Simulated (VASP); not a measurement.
Runs of VASP 6.6.1 on Ga2Mo. The structure is that of space group P6/mmm (No. 191), or close to it. The cells are those of the table. 

| task | cell | k mesh | cutoff (eV) | gap on the mesh (eV) | pressure (GPa) | relaxed volume (Å³/atom) |
| --- | --- | --- | --- | --- | --- | --- |
| single point | a = 4.479, b = 4.479, c = 2.654 Å, angles 90.0, 90.0, 120.0°, 3 atoms | 6 × 6 × 6 | 520 | none | 0.5 | - |
| relaxation of cell and atoms | relaxed from a = 4.479, b = 4.479, c = 2.654 Å, angles 90.0, 90.0, 120.0°, 3 atoms | 12 × 12 × 18 | 600 | none | 0.1 | (a) |
| single point | a = 4.460, b = 4.460, c = 2.671 Å, angles 90.0, 90.0, 120.0°, 3 atoms | 12 × 12 × 18 | 520 | none | 0.3 | - |
| relaxation of cell and atoms | relaxed from a = 4.508, b = 4.508, c = 2.866 Å, angles 90.0, 90.0, 120.0°, 3 atoms | 6 × 6 × 6 | 600 | none | 0.0 | 15.40 |
| single point | a = 4.508, b = 4.508, c = 2.866 Å, angles 90.0, 90.0, 120.0°, 3 atoms | 6 × 6 × 6 | 520 | none | (b) | - |

Alike in all rows: level PBE; potentials or basis VASP PAW PBE potentials, release 64 (Ga_d, Mo_sv); no spin polarisation; smearing gaussian 0.1 eV.

Q: Fill in the values left out.

A: (a) 15.37; (b) -10.5.

Caveats: some runs use coarse meshes.

A k mesh can miss the band edges, and the runs leave out spin-orbit coupling on Ga, Mo.

A gap of «none» marks levels without a gap at the run's occupations.
